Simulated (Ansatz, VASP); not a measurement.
**Two plane-wave programs on Sb**

```
Sb
1.0
     2.13974    1.23538    3.73278
    -2.13974    1.23538    3.73278
     0.00000   -2.47076    3.73278
Sb
2
Cartesian
  0.0000 0.0000 8.5836
  0.0000 0.0000 2.6147
```

Alike in both runs: task single point; functional B3LYP5; k mesh 4 × 4 × 4; occupations fermi-dirac, width 0.05 eV; no spin polarisation.

|  | VASP | Ansatz |
| --- | --- | --- |
| version | VASP 6.6.1 | Ansatz 0.2.0 |
| potentials or method | VASP PAW PBE potentials, release 64 (Sb) | Ansatz PAW |
| plane-wave cutoff (eV) | 520 | 420 |
| valence electrons in the cell | 10 | 30 |

|  | VASP | Ansatz | Ansatz less VASP |
| --- | --- | --- | --- |
| gap on the k mesh at the Fermi level (eV) | 0.80 | 0.71 | -0.090 |
| least direct gap on the mesh (eV) | 0.96 | 0.90 | -0.056 |
| pressure (GPa) | 5.8 | 6.2 | +0.44 |
| traceless stress, the component that is largest in VASP (GPa) | -0.57 | -0.55 | +0.015 |
| rms of the force components (eV/Å) | 0.152 | 0.162 | +0.0093 |

VASP's potentials were made for PBE, not for B3LYP5. Atom by atom the forces differ by 0.009 eV/Å (rms over components). The functional is the same, so the differences come from potentials, cutoffs and numerics. VASP's potentials hold 10 valence electrons a cell and Ansatz's 30, so a difference there can come from the potentials and not from the codes.

The k mesh is coarse, so the values compare programs but aren't converged. Spin-orbit coupling is off throughout.
